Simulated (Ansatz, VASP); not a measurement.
## Two plane-wave programs on S

The input INCAR:

```
SYSTEM = S
PREC = Accurate
ENCUT = 600
EDIFF = 1E-7
ISMEAR = 0
SIGMA = 0.1
LREAL = .False.
LASPH = .True.
NELM = 80
ALGO = Normal
ISIF = 3
LWAVE = .False.
LCHARG = .False.
GGA = PE
IBRION = 2
NSW = 90
EDIFFG = -0.04
```

Contents of KPOINTS:

```
regular mesh
0
Gamma
  6 6 4
  0 0 0
```

POSCAR

```
S
1.0
    3.7579241900      0.0000000000      0.0000000000
   -1.8789620900      3.2544578100      0.0000000000
    0.0000000000      0.0000000000      4.7828345000
S
2
Direct
    0.0000000000      0.0000000000      0.2625887600
    0.0000000000      0.0000000000      0.7374112400
```

Input for Ansatz:

```yaml
crystal:
  lattice:
    - [3.75792419, 0.0, 0.0]
    - [-1.87896209, 3.25445781, 0.0]
    - [0.0, 0.0, 4.7828345]
  atoms:
    - { symbol: S, position: [0.0, 0.0, 0.26258876] }
    - { symbol: S, position: [0.0, 0.0, 0.73741124] }
basis:
  ecutwfc: 420
kpoints:
  mp_grid: { grid: [6, 6, 4] }
hamiltonian:
  xc: pbe
scf:
  occupations: { method: gaussian, width: 0.1 }
  lower_state_search: "off"
output:
  forces: true
  stress: true
  eigenvalues: true
relax:
  adjacent_minimum: "off"
  f_tol: 0.04
  max_steps: 70
  cell: { stress_tol: 0.4 }
```

Alike in both runs: task relaxation of cell and atoms; functional PBE; k mesh 6 × 6 × 4; occupations gaussian, width 0.1 eV; no spin polarisation.

```csv
,VASP,Ansatz
version,VASP 6.6.1,Ansatz 0.2.0
potentials or method,"VASP PAW PBE potentials, release 64 (S), cutoff 600 eV","scalar-relativistic, plane waves, PAW"
valence electrons in the cell,12,12
```

```tsv
	VASP	Ansatz	Ansatz less VASP
gap on the k mesh at the Fermi level, each at its own relaxed structure (eV)	none	none	-
relaxed volume (Å³/atom)	28.38	24.41	-3.975
relaxed cell length with the largest relative difference (Å)	6.330	5.450	-0.8794
```

A gap of «none» marks a metal or a gap that the smearing closes. One of these differences is far larger than is usual between the two programs; its cause wasn't traced.
